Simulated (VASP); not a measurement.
# W in VASP: notebook

The runs below take W through single point, with PBE.

All numbers are computed with VASP 6.6.1; they aren't measurements. Logs are shortened: lines on timing, memory, paths and dates and some standing lists are left out, and cuts for length are marked.

### Step 1. The cell of the first run

The cell holds a wire or tube with vacuum around it, 4 atoms: a = 11.600 Å, b = 9.300 Å, c = 5.069 Å, α = 90.00°, β = 90.00°, γ = 90.00°.

### Step 2. Single point, PBE, collinear spin

INCAR

```
SYSTEM = W
PREC = Accurate
ENCUT = 520
EDIFF = 1E-6
ISMEAR = 0
SIGMA = 0.05
LREAL = .False.
LASPH = .True.
NELM = 150
ALGO = Normal
ISIF = 2
LWAVE = .False.
LCHARG = .False.
ISPIN = 2
MAGMOM = 1.5 1.5 1.5 1.5
LORBIT = 11
LMAXMIX = 4
GGA = PE
NBANDS = 40
```

KPOINTS

```
regular mesh
0
Gamma
  1 1 13
  0 0 0
```

POSCAR

```
W
1.0
   11.6000000000      0.0000000000      0.0000000000
    0.0000000000      9.3000000000      0.0000000000
    0.0000000000      0.0000000000      5.0694480870
W
4
Direct
    0.4005941763      0.5000000000      0.0000000000
    0.4005941763      0.5000000000      0.5000000000
    0.5994058237      0.5000000000      0.0000000000
    0.5994058237      0.5000000000      0.5000000000
```

Potentials or basis: VASP PAW PBE potentials, release 64 (W_sv).

Started as:

```console
> cat potpaw_PBE.64/W_sv/POTCAR > POTCAR
> mpirun -np 1 vasp_std > vasp.out
```

OUTCAR:

```text
SYSTEM = W
   PREC = Accurate
   ENCUT = 520
   EDIFF = 1E-6
   ISMEAR = 0
   LREAL = .False.
   LASPH = .True.
   NELM = 150
   ISIF = 2
   ISPIN = 2
   LORBIT = 11
   GGA = PE

 ion  position               nearest neighbor table
   1  0.401  0.500  0.000-   3 2.31   2 2.53   2 2.53   4 3.43   4 3.43
   2  0.401  0.500  0.500-   4 2.31   1 2.53   1 2.53   3 3.43   3 3.43
   3  0.599  0.500  0.000-   1 2.31   4 2.53   4 2.53   2 3.43   2 3.43
   4  0.599  0.500  0.500-   2 2.31   3 2.53   3 2.53   1 3.43   1 3.43

  LATTYP: Found a simple orthorhombic cell.
 ALAT       =     5.0694480870
 B/A-ratio  =     1.8345192298
 C/A-ratio  =     2.2882175339

  Lattice vectors:

 A1 = (   0.0000000000,   0.0000000000,  -5.0694480870)
 A2 = (   0.0000000000,   9.3000000000,   0.0000000000)
 A3 = (  11.6000000000,   0.0000000000,   0.0000000000)

Analysis of symmetry for initial positions (statically):
=====================================================================
 Subroutine PRICEL returns following result:

  LATTYP: Found a simple orthorhombic cell.
 ALAT       =     2.5347240435
 B/A-ratio  =     3.6690384596
 C/A-ratio  =     4.5764350679
[... 12 lines left out ...]
 Subroutine GETGRP returns: Found  8 space group operations
 (whereof  8 operations were pure point group operations)
 out of a pool of  8 trial point group operations.

The static configuration has the point symmetry D_2h.

Analysis of symmetry for dynamics (positions and initial velocities):
=====================================================================
 Subroutine PRICEL returns following result:

  LATTYP: Found a simple orthorhombic cell.
 ALAT       =     2.5347240435
 B/A-ratio  =     3.6690384596
 C/A-ratio  =     4.5764350679
[... 12 lines left out ...]
 Subroutine GETGRP returns: Found  8 space group operations
 (whereof  8 operations were pure point group operations)
 out of a pool of  8 trial point group operations.

The dynamic configuration has the point symmetry D_2h.

Analysis of structural, dynamic, and magnetic symmetry:
=====================================================================
 Subroutine PRICEL returns following result:

  LATTYP: Found a simple orthorhombic cell.
 ALAT       =     2.5347240435
 B/A-ratio  =     3.6690384596
 C/A-ratio  =     4.5764350679
[... 12 lines left out ...]
 Subroutine GETGRP returns: Found  8 space group operations
 (whereof  8 operations were pure point group operations)
 out of a pool of  8 trial point group operations.

The overall configuration has the point symmetry D_2h.

 Subroutine INISYM returns: Found  8 space group operations
 (whereof  8 operations are pure point group operations),
 and found     2 'primitive' translations

----------------------------------------------------------------------------------------

                                     Primitive cell

  volume of cell :     273.4460

  direct lattice vectors                    reciprocal lattice vectors
     0.000000000  0.000000000 -2.534724043     0.000000000  0.000000000 -0.394520264
     0.000000000  9.300000000  0.000000000     0.000000000  0.107526882  0.000000000
    11.600000000  0.000000000  0.000000000     0.086206897  0.000000000  0.000000000

  length of vectors
     2.534724043  9.300000000 11.600000000     0.394520264  0.107526882  0.086206897

  position of ions in fractional coordinates (direct lattice)
     0.000000000  0.500000000  0.400594176
     0.000000000  0.500000000  0.599405824

  ion indices of the primitive-cell ions
   primitive index   ion index
                 1           1
                 2           3

----------------------------------------------------------------------------------------

 KPOINTS: regular mesh

Automatic generation of k-mesh.
 Grid dimensions read from file:
 generate k-points for:    1    1   13

 Generating k-lattice:

  Cartesian coordinates                     Fractional coordinates (reciprocal lattice)
     0.086206897  0.000000000  0.000000000     1.000000000  0.000000000  0.000000000
     0.000000000  0.107526882  0.000000000     0.000000000  1.000000000  0.000000000
     0.000000000  0.000000000  0.015173856     0.000000000  0.000000000  0.076923077

  Length of vectors
     0.086206897  0.107526882  0.015173856

  Shift w.r.t. Gamma in fractional coordinates (k-lattice)
     0.000000000  0.000000000  0.000000000

 Subroutine IBZKPT returns following result:
 ===========================================

 Found      7 irreducible k-points:

 Following reciprocal coordinates:
            Coordinates               Weight
  0.000000  0.000000  0.000000      1.000000
  0.000000  0.000000  0.076923      2.000000
  0.000000  0.000000  0.153846      2.000000
  0.000000  0.000000  0.230769      2.000000
  0.000000  0.000000  0.307692      2.000000
  0.000000  0.000000  0.384615      2.000000
  0.000000  0.000000  0.461538      2.000000
   k-points           NKPTS =      7   k-points in BZ     NKDIM =      7   number of bands    NBANDS=     40
   number of dos      NEDOS =    301   number of ions     NIONS =      4
   total plane-waves  NPLWV = 252000
   dimension x,y,z NGX =    90 NGY =   70 NGZ =   40
   dimension x,y,z NGXF=   180 NGYF=  140 NGZF=   80
   ions per type =               4
   NGX,Y,Z   is equivalent  to a cutoff of  12.90, 12.51, 13.12 a.u.
   NGXF,Y,Z  is equivalent  to a cutoff of  25.80, 25.03, 26.23 a.u.
 SYSTEM =  W
   PREC   = accura    normal or accurate (medium, high low for compatibility)
   ISTART =      0    job   : 0-new  1-cont  2-samecut
   ICHARG =      2    charge: 1-file 2-atom 10-const
   ISPIN  =      2    spin polarized calculation?
   LNONCOLLINEAR =      F non collinear calculations
   LSORBIT =      F    spin-orbit coupling
   LASPH  =      T    aspherical Exc in radial PAW
   ENCUT  =  520.0 eV  38.22 Ry    6.18 a.u.  21.57 17.29  9.43*2*pi/ulx,y,z
   NELM   =    150;   NELMIN=  2; NELMDL= -5     # of ELM steps
   EDIFF  = 0.1E-05   stopping-criterion for ELM
   LREAL  =      F    real-space projection
   EDIFFG = 0.1E-04   stopping-criterion for IOM
   NSW    =      0    number of steps for IOM
   IBRION =     -1    ionic relax: 0-MD 1-quasi-New 2-CG
   NFREE  =      0    steps in history (QN), initial steepest desc. (CG)
   ISIF   =      2    stress and relaxation
   ISYM   =      2    0-nonsym 1-usesym 2-fastsym
   POTIM  = 0.5000    time-step for ionic-motion
   TEBEG  =    0.0;   TEEND  =   0.0 temperature during run
   PSTRESS=    0.0 pullay stress
   NELECT =      56.0000    total number of electrons
   NUPDOWN=      -1.0000    fix difference up-down
   EMIN   =  10.00;   EMAX   =-10.00  energy-range for DOS
   EFERMI =   0.00;   METHOD = LEGACY
   ISMEAR =     0;   SIGMA  =   0.05  broadening in eV -4-tet -1-fermi 0-gaus
   EFERMI_NEDOS =   21; number of points for ismear=-14 and -15
   IALGO  =     38    algorithm
   IMIX   =      4    mixing-type and parameters
     AMIX     =   0.40;   BMIX     =  1.00
     AMIX_MAG =   1.60;   BMIX_MAG =  1.00
  volume/ion in A,a.u.               =     136.72       922.65
  Fermi-wavevector in a.u.,A,eV,Ry     =   0.765897  1.447335  7.981151  0.586598
  Thomas-Fermi vector in A             =   1.866118
   LORBIT       =     11    0 simple, 1 ext, 2 COOP (PROOUT), +10 PAW based schemes
   GGA     = PE    functional components
   LHFCALC =     F    Hartree Fock is set to
   AEXX    =    0.0000 exact exchange contribution
   IVDW    =     0    specifies the selected vdW correction
   LEPSILON=     F    determine dielectric tensor
   LRPA    =     F    only Hartree local field effects (RPA)
 spin polarized calculation
 Gauss-broadening in eV      SIGMA  =   0.05
  energy-cutoff  :      520.00
  volume of cell :      546.89
 maximum number of plane-waves:     14799
 NGX is ok and might be reduce to    90

 number of electron      55.9999991 magnetization       1.4528495

 Free energy of the ion-electron system (eV)
  ---------------------------------------------------
  ext. energy  EPLUGINS =         0.00000000
  ---------------------------------------------------
  free energy    TOTEN  =       -35.03372502 eV

  energy without entropy =      -35.02759060  energy(sigma->0) =      -35.03065781

 E-fermi :  -2.6080     XC(G=0):  -3.2403

 val. band max:       -2.6291545567   @ k =   0.0000   0.0000   0.4615
 cond. band min:      -2.5531168813   @ k =   0.0000   0.0000   0.3077
 fundamental gap:      0.0760376753
 Fermi energy:        -2.6079894535

 spin component 1

 k-point     1 :       0.0000    0.0000    0.0000
  band No.  band energies     occupation
      1     -76.2103      1.00000
      2     -76.0584      1.00000
      3     -76.0024      1.00000
      4     -75.8539      1.00000
      5     -41.3462      1.00000
      6     -41.2608      1.00000
[... 290 lines left out ...]
     39       1.3288      0.00000
     40       1.4189      0.00000
 Fermi energy:        -2.6079894535

 spin component 2

 k-point     1 :       0.0000    0.0000    0.0000
  band No.  band energies     occupation
      1     -76.1185      1.00000
      2     -75.9675      1.00000
      3     -75.9108      1.00000
      4     -75.7631      1.00000
      5     -41.1955      1.00000
      6     -41.1383      1.00000
[... 290 lines left out ...]
     39       1.5796      0.00000
     40       1.6917      0.00000

------------------------ aborting loop because EDIFF is reached ----------------------------------------

  FORCE on cell =-STRESS in cart. coord.  units (eV):
  Direction    XX          YY          ZZ          XY          YZ          ZX
  --------------------------------------------------------------------------------------
  -------------------------------------------------------------------------------------
  Total        1.0221227     -0.1448009      0.5412712      0.0000000      0.0000000      0.0000000
  in kB        2.9944151     -0.4242094      1.5857103      0.0000000      0.0000000      0.0000000
  external PRESSURE =       1.3853053 kB  Pullay stress =       0.0000000 kB

 VOLUME and BASIS-vectors are now :
 -----------------------------------------------------------------------------
  energy-cutoff  :      520.00
  volume of cell :      546.89
      direct lattice vectors                 reciprocal lattice vectors
    11.600000000  0.000000000  0.000000000     0.086206897  0.000000000  0.000000000
     0.000000000  9.300000000  0.000000000     0.000000000  0.107526882  0.000000000
     0.000000000  0.000000000  5.069448087     0.000000000  0.000000000  0.197260132

 POSITION                                       TOTAL-FORCE (eV/Angst)
 -----------------------------------------------------------------------------------
      4.64689      4.65000      0.00000        -0.223568     -0.000000     -0.000000
      4.64689      4.65000      2.53472        -0.223568     -0.000000      0.000000
      6.95311      4.65000      0.00000         0.223568      0.000000     -0.000000
      6.95311      4.65000      2.53472         0.223568      0.000000      0.000000
 -----------------------------------------------------------------------------------
    total drift:                                0.000000      0.000000     -0.000000

  FREE ENERGIE OF THE ION-ELECTRON SYSTEM (eV)
  ---------------------------------------------------
  free  energy   TOTEN  =       -35.0337250160 eV

  energy  without entropy=      -35.0275905981  energy(sigma->0) =      -35.03065781

 total charge

# of ion       s       p       d       tot
------------------------------------------
    1        2.496   6.097   3.578  12.171
    2        2.496   6.097   3.578  12.171
    3        2.496   6.097   3.578  12.171
    4        2.496   6.097   3.578  12.171
--------------------------------------------------
tot          9.984  24.388  14.313  48.686

 magnetization (x)

# of ion       s       p       d       tot
------------------------------------------
    1        0.012   0.017   0.186   0.215
    2        0.012   0.017   0.186   0.215
    3        0.012   0.017   0.186   0.215
    4        0.012   0.017   0.186   0.215
--------------------------------------------------
tot          0.049   0.068   0.744   0.861
```

Wall time 12 min (1 thread of AMD EPYC 7R13, shared host); peak memory 0.81 GiB.

Results:

```yaml
Free_energy: -35.0337 eV
Largest_force: 0.224 eV/Å
Net_moment: 1.45 μB per cell
Site_moments: W +0.21 μB
Valence_electrons_inside_the_program's_atomic_spheres: W 12.17
```

Forces in eV/Å, atoms in the order of the input:
```
W   -0.224  0.000  0.000
W   -0.224  0.000  0.000
W    0.224  0.000  0.000
W    0.224  0.000  0.000
```

Levels at points of the mesh, in eV from the Fermi level:
Spin up:
| k point | band 24 | band 25 | band 26 | band 27 | band 28 | band 29 | band 30 | band 31 | band 32 | band 33 |
| --- | --- | --- | --- | --- | --- | --- | --- | --- | --- | --- |
| (0.00, 0.00, 0.00) | -1.36 | -1.14 | -0.48 | -0.39 | -0.38 | 0.79 | 1.02 | 1.28 | 1.29 | 2.09 |
Spin down:
| k point | band 23 | band 24 | band 25 | band 26 | band 27 | band 28 | band 29 | band 30 | band 31 | band 32 |
| --- | --- | --- | --- | --- | --- | --- | --- | --- | --- | --- |
| (0.00, 0.00, 0.00) | -1.27 | -1.20 | -1.06 | -0.39 | -0.18 | 0.15 | 0.95 | 1.26 | 1.47 | 1.54 |

Caveat: spin-orbit coupling is left out, which moves the levels of the heavy elements.

### Step 3. Single point, PBE, collinear spin

This run uses another cell than the first one: it holds 1 atom, not 4.

INCAR

```
PREC     = Accurate       # precision mode
ENCUT    = 520            # plane-wave cutoff, eV
EDIFF    = 1E-6           # SCF threshold, eV
ISMEAR   = 0              # smearing method
SIGMA    = 0.05           # smearing width, eV
LREAL    = False          # projectors in reciprocal space
LASPH    = True           # aspherical terms in the spheres
NELM     = 150            # most SCF steps
ALGO     = Normal         # electronic algorithm
ISIF     = 2              # what is computed and relaxed
LWAVE    = False          # write WAVECAR
LCHARG   = False          # write CHGCAR
ISPIN    = 2              # spin polarisation
MAGMOM   = 1.5            # initial moments
LORBIT   = 11             # projections on sites
LMAXMIX  = 4              # l up to which the mixer works
GGA      = PE             # functional
NBANDS   = 17             # bands
```

KPOINTS

```
regular mesh
0
Gamma
  1 1 26
```

POSCAR

```
W
1.0
    9.0000000000      0.0000000000      0.0000000000
    0.0000000000      9.3000000000      0.0000000000
    0.0000000000      0.0000000000      2.2821947672
W
1
Direct
    0.5000000000      0.5000000000      0.0000000000
```

Potentials or basis: VASP PAW PBE potentials, release 64 (W_sv).

Started as:

```console
> cat potpaw_PBE.64/W_sv/POTCAR > POTCAR
> mpirun -np 1 vasp_std > vasp.out
```

Wall time 1.8 min (1 thread of Intel Xeon Platinum 8259CL at 2.50GHz (Skylake/Cascade Lake), shared host); peak memory 0.37 GiB.

Results (log left out):

| Item | Value |
| --- | --- |
| Free energy | -7.1977 eV |
| Net moment | 0.15 μB per cell |
| Site moments | W +0.09 μB |
| Valence electrons inside the program's atomic spheres | W 12.17 |

Levels at points of the mesh, in eV from the Fermi level:
Spin up:
```tsv
k point	band 3	band 4	band 5	band 6	band 7	band 8	band 9	band 10	band 11	band 12
(0.00, 0.00, 0.00)	-38.28	-36.14	-5.26	-2.24	-0.77	-0.77	1.84	1.86	4.10	5.11
(0.00, 0.00, 0.50)	-37.77	-37.77	-3.33	-3.33	1.70	1.71	2.20	5.57	9.12	9.14
```
Spin down:
| k point | band 5 | band 6 | band 7 | band 8 | band 9 | band 10 |
| --- | --- | --- | --- | --- | --- | --- |
| (0.00, 0.00, 0.00) | -5.24 | -2.13 | -0.66 | -0.66 | 1.92 | 1.94 |
| (0.00, 0.00, 0.50) | -3.29 | -3.29 | 1.82 | 1.83 | 2.34 | 5.63 |

Caveat: spin-orbit coupling is left out, which moves the levels of the heavy elements.

### Step 4. Single point, PBE, collinear spin

This run uses another cell than the first one: it holds 1 atom, not 4.

INCAR

```
SYSTEM = W
ALGO = Normal
EDIFF = 1E-6
ENCUT = 520
GGA = PE
ISIF = 2
ISMEAR = 0
ISPIN = 2
LASPH = .TRUE.
LCHARG = .TRUE.
LELF = .TRUE.
LMAXMIX = 4
LORBIT = 11
LREAL = .FALSE.
LVHAR = .TRUE.
LWAVE = .FALSE.
MAGMOM = 1.5
NBANDS = 17
NELM = 150
PREC = Accurate
SIGMA = 0.05
```

KPOINTS

```
k-points
0
G
  1 1 26
  0 0 0
```

POSCAR, as its differences from that of step 3:

```diff
@@ -4,3 +4,3 @@
     0.0000000000      9.3000000000      0.0000000000
-    0.0000000000      0.0000000000      2.2821947672
+    0.0000000000      0.0000000000      2.4813358541
 W
```

Started as:

```console
> cat potpaw_PBE.64/W_sv/POTCAR > POTCAR
> mpirun -np 1 vasp_std > vasp.out
```

It took 2.2 min on 1 thread of Intel Xeon Platinum 8259CL at 2.50GHz (Skylake/Cascade Lake), shared host; peak memory 0.37 GiB.

Results (log left out):

```yaml
Free_energy: -6.9270 eV
Net_moment: 1.39 μB per cell
Site_moments: W +0.98 μB
Valence_electrons_inside_the_program's_atomic_spheres: W 11.90
```

Levels at points of the mesh, in eV from the Fermi level:
Spin up:
| k point | band 4 | band 5 | band 6 | band 7 | band 8 | band 9 | band 10 | band 11 | band 12 | band 13 |
| --- | --- | --- | --- | --- | --- | --- | --- | --- | --- | --- |
| (0.00, 0.00, 0.00) | -37.11 | -4.90 | -2.15 | -1.16 | -1.02 | 1.53 | 1.54 | 3.85 | 3.86 | 3.86 |
| (0.00, 0.00, 0.50) | -38.52 | -2.68 | -2.68 | 0.47 | 0.62 | 0.83 | 4.13 | 7.58 | 7.60 | 9.39 |
Spin down:
```csv
k point,band 4,band 5,band 6,band 7,band 8,band 9
"(0.00, 0.00, 0.00)",-36.82,-4.62,-1.25,-0.13,0.09,2.04
"(0.00, 0.00, 0.50)",-37.74,-2.20,-2.20,1.65,1.87,1.99
```

Caveat: spin-orbit coupling is left out, which moves the levels of the heavy elements.

### Step 5. The runs side by side

| cell | k mesh | gap on the mesh (eV) | moment (μB) |
| --- | --- | --- | --- |
| a = 11.600, b = 9.300, c = 5.069 Å, 4 atoms, atomic positions A | 1 × 1 × 13 | none | 1.45 |
| a = 9.000, b = 9.300, c = 2.282 Å, 1 atom, atomic positions B | 1 × 1 × 26 | none | 0.15 |
| a = 9.000, b = 9.300, c = 2.481 Å, 1 atom, atomic positions B | 1 × 1 × 26 | none | 1.39 |

Alike in all rows: task single point; level PBE; potentials or basis VASP PAW PBE potentials, release 64 (W_sv); spin collinear; cutoff (eV) 520; smearing gaussian 0.05 eV.

Caveats: spin-orbit coupling is left out, which moves the levels of the heavy elements.

Total energies depend on the potentials used, so only differences within one code and one set of settings carry meaning.
